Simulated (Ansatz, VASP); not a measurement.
# Mn: VASP beside Ansatz

```
CELL_PARAMETERS angstrom
0.00000 1.71233 1.71233
1.71233 0.00000 1.71233
1.71233 1.71233 0.00000
ATOMIC_POSITIONS crystal
Mn 0.00000 0.00000 0.00000
```

Alike in both runs: task single point; functional r2SCAN; k mesh 17 × 17 × 17; occupations fermi-dirac, width 0.1 eV; no spin polarisation.

|  | VASP | Ansatz |
| --- | --- | --- |
| version | VASP 6.6.1 | Ansatz 0.2.0 |
| potentials or method | VASP PAW PBE potentials, release 64 (Mn_pv), cutoff 520 eV | plane waves (500 eV) with PAW, scalar-relativistic |
| valence electrons in the cell | 13 | 15 |

```tsv
	VASP	Ansatz	Ansatz less VASP
pressure (GPa)	14.2	13.8	-0.34
```

VASP's potentials were made for PBE, not for r2SCAN. With one functional, cell and mesh, what is left measures potentials, basis and numerics. VASP's potentials hold 13 valence electrons a cell and Ansatz's 15, so a difference there can come from the potentials and not from the codes.
